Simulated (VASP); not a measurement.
Input of a VASP 6.6.1 run:

Contents of INCAR:

```
PREC = Accurate ; ENCUT = 520
EDIFF = 1E-6 ; ISMEAR = -1
SIGMA = 0.1 ; LREAL = False
LASPH = True ; NELM = 150
ALGO = Normal ; ISIF = 2
LWAVE = False ; LCHARG = True
ISPIN = 2 ; MAGMOM = 3.3 0 0 0 0
LORBIT = 11 ; LMAXMIX = 4
LDAU = True ; LDAUTYPE = 2
LDAUL = 2 -1 -1 ; LDAUU = 3.16 0 0
LDAUJ = 0 0 0 ; LDAUPRINT = 1
GGA = PE ; LELF = True
LVHAR = True ; NBANDS = 32
```

KPOINTS

```
regular mesh
0
Gamma
  4 4 4
```

The input POSCAR:

```
NaCrF3
1.0
    4.2759868700      0.0000000000      0.0000000000
    0.0000000000      4.2759868700      0.0000000000
    0.0000000000      0.0000000000      4.2759868700
Cr F Na
1 3 1
Direct
    0.0000000000      0.0000000000      0.0000000000
    0.5000000000      0.0000000000      0.0000000000
    0.0000000000      0.5000000000      0.0000000000
    0.0000000000      0.0000000000      0.5000000000
    0.5000000000      0.5000000000      0.5000000000
```

Potentials or basis: VASP PAW PBE potentials, release 64 (Cr_pv, F, Na_pv).

Run with:

```bash
$ cat potpaw_PBE.64/Cr_pv/POTCAR potpaw_PBE.64/F/POTCAR potpaw_PBE.64/Na_pv/POTCAR > POTCAR
$ mpirun -np 1 vasp_std > vasp.out
```

**Question.** Predict the net moment.

**Answer.** 4.00 μB per cell.

**Question.** What does it give for the pressure?

**Answer.** -4.8 GPa.

**Question.** Predict the site moments.

**Answer.** Cr +3.80; F -0.01; Na +0.00 μB.

**Question.** What does it give for the band gap on the k mesh?

**Answer.** Zero (filled and empty bands overlap).

Eigenvalues of the final occupation matrices:
```
    site  spin  trace               eigenvalues
site 1 d     1   3.94  0.56 0.56 0.94 0.94 0.94
site 1 d     2   0.17  0.02 0.02 0.02 0.06 0.06
```

Caveat: the k points lie up to 0.37 Å⁻¹ apart, too coarse for converged energies and pressures of a metal; a cell with one magnetic atom can't hold antiferromagnetic order, which such compounds often take. The state reached can hang on the start; a lower one may exist.
